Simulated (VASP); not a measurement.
Runs of VASP 6.6.1 on Yb. The structure is that of space group Fm-3m (No. 225), or close to it. The cells are those of the table. 

```tsv
task	cell	k mesh for the DOS	occupations for the DOS	gap on the mesh (eV)	pressure (GPa)
single point	a = 3.429 Å, angles 60.0°, 1 atom	-	-	none	6.1
single point	a = 3.693 Å, angles 60.0°, 1 atom	-	-	-	(b)
single point	a = 3.566 Å, angles 60.0°, 1 atom	-	-	none	(a)
single point	a = 2.931 Å, angles 60.0°, 1 atom	-	-	none	43.9
single point	a = 3.115 Å, angles 60.0°, 1 atom	-	-	none	23.2
single point	a = 3.279 Å, angles 60.0°, 1 atom	-	-	none	11.2
```

Alike in all rows: level PBE; potentials or basis VASP PAW PBE potentials, release 64 (Yb); no spin polarisation; k mesh 14 × 14 × 14; cutoff (eV) 520; smearing fermi-dirac 0.08 eV.

Estimate the missing entries.

(a) 2.1; (b) -0.6.

Caveats: spin-orbit coupling is left out, which moves the levels of the heavy elements.

A k mesh can miss the band edges, and the runs leave out spin-orbit coupling on Yb.

A gap of «none» marks levels without a gap at the run's occupations.
